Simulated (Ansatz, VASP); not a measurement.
TaN: VASP beside Ansatz

File INCAR:

```
SYSTEM = TaN
PREC = Accurate
ENCUT = 520
EDIFF = 1E-6
ISMEAR = 0
SIGMA = 0.15
LREAL = .FALSE.
LASPH = .TRUE.
NELM = 60
ALGO = Normal
ISIF = 2
LWAVE = .FALSE.
LCHARG = .FALSE.
GGA = PS
NBANDS = 15
```

KPOINTS

```
Automatic mesh
0
G
  18 18 16
  0 0 0
```

Contents of POSCAR:

```
TaN
1.0
    2.9606000000      0.0000000000      0.0000000000
   -1.4803000000      2.5639548105      0.0000000000
    0.0000000000      0.0000000000      2.9784000000
Ta N
1 1
Direct
    0.3333333333      0.6666666667      0.5000000000
    0.0000000000      0.0000000000      0.0000000000
```

Input for Ansatz:

```yaml
crystal:
  lattice:
    - [2.9606, 0.0, 0.0]
    - [-1.4803, 2.5639548105, 0.0]
    - [0.0, 0.0, 2.9784]
  atoms:
    - { symbol: Ta, position: [0.3333333333, 0.6666666667, 0.5] }
    - { symbol: "N", position: [0.0, 0.0, 0.0] }
basis:
  ecutwfc: 520.0
kpoints:
  mp_grid: { grid: [18, 18, 16] }
hamiltonian:
  xc: pbesol
scf:
  occupations: { method: gaussian, width: 0.15 }
output:
  forces: true
  stress: true
  eigenvalues: true
```

Alike in both runs: task single point; functional PBEsol; k mesh 18 × 18 × 16; occupations gaussian, width 0.15 eV; no spin polarisation.

|  | VASP | Ansatz |
| --- | --- | --- |
| version | VASP 6.6.1 | Ansatz 0.2.0 |
| potentials or method | VASP PAW PBE potentials, release 64 (Ta_pv, N), cutoff 520 eV | scalar-relativistic, plane waves, PAW |
| valence electrons in the cell | 16 | 18 |

```tsv
	VASP	Ansatz	Ansatz less VASP
gap on the k mesh at the Fermi level (eV)	none	none	-
pressure (GPa)	-19.5	-20.0	-0.57
traceless stress, the component that is largest in VASP (GPa)	-10.70	-10.80	-0.102
```

VASP's potentials were made for PBE, not for PBEsol. A gap of «none» marks a metal or a gap that the smearing closes. VASP's potentials hold 16 valence electrons a cell and Ansatz's 18, so a difference there can come from the potentials and not from the codes.

Spin-orbit coupling is off throughout.
